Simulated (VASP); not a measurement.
# EuS: single point with HF

The system is EuS.

```xyz
2
Lattice="0.0000 2.9382 2.9382 2.9382 0.0000 2.9382 2.9382 2.9382 0.0000" Properties=species:S:1:pos:R:3 pbc="T T T"
Eu    0.0000    0.0000    0.0000
S     2.9382    2.9382    2.9382
```

```yaml
Program: VASP 6.6.1
Task: single point
Functional: HF
Potentials_or_basis: VASP PAW PBE potentials, release 64 (Eu, S)
Cutoff: 520 eV
k_mesh: 4 × 4 × 4
Occupations: fermi-dirac, width 0.05 eV
Spin: collinear spin, ferromagnetic start
Starting_moments: "[7.0, 0.0] μB"
```

```json
{
  "Pressure": "12.5 GPa",
  "Band gap on the k mesh": "8.35 eV (least direct gap 9.15 eV)",
  "Net moment": "7.00 μB per cell",
  "Site moments": "Eu +6.81; S -0.06 μB",
  "Valence electrons inside the program's atomic spheres": "Eu 15.11; S 3.88"
}
```

Levels at points of the mesh, in eV from the valence-band top:
Spin up:
| k point | band 11 | band 12 | band 13 | band 14 | band 15 | band 16 | band 17 | band 18 | band 19 | band 20 |
| --- | --- | --- | --- | --- | --- | --- | --- | --- | --- | --- |
| (0.00, 0.00, 0.00) | -3.34 | -3.34 | 0.00 | 0.00 | 0.00 | 11.01 | 11.01 | 11.02 | 11.10 | 12.08 |
| (0.50, 0.00, 0.00) | -3.38 | -3.34 | -3.34 | -2.25 | -2.25 | 12.63 | 14.12 | 14.89 | 14.89 | 17.17 |
| (0.50, 0.50, 0.00) | -3.39 | -3.35 | -2.51 | -0.80 | -0.80 | 8.35 | 13.75 | 13.97 | 15.99 | 16.33 |
Spin down:
```tsv
k point	band 6	band 7	band 8	band 9	band 10	band 11
(0.00, 0.00, 0.00)	-0.71	-0.71	-0.71	11.39	11.75	11.75
(0.50, 0.00, 0.00)	-4.12	-2.27	-2.27	12.80	14.80	16.02
(0.50, 0.50, 0.00)	-2.16	-1.16	-1.16	8.95	14.44	14.90
```

Run time: 31 min on 1 thread of Intel(R) Xeon(R) 6975P-C (Granite Rapids), on a shared host, peak memory 0.21 GiB.

Caveat: the k points lie up to 0.46 Å⁻¹ apart; the PAW data sets were made with another functional, which shifts forces and pressure a little; spin-orbit coupling is left out, which moves the levels of the heavy elements; a cell with one magnetic atom can't hold antiferromagnetic order, which such compounds often take. The state reached can hang on the start; a lower one may exist.
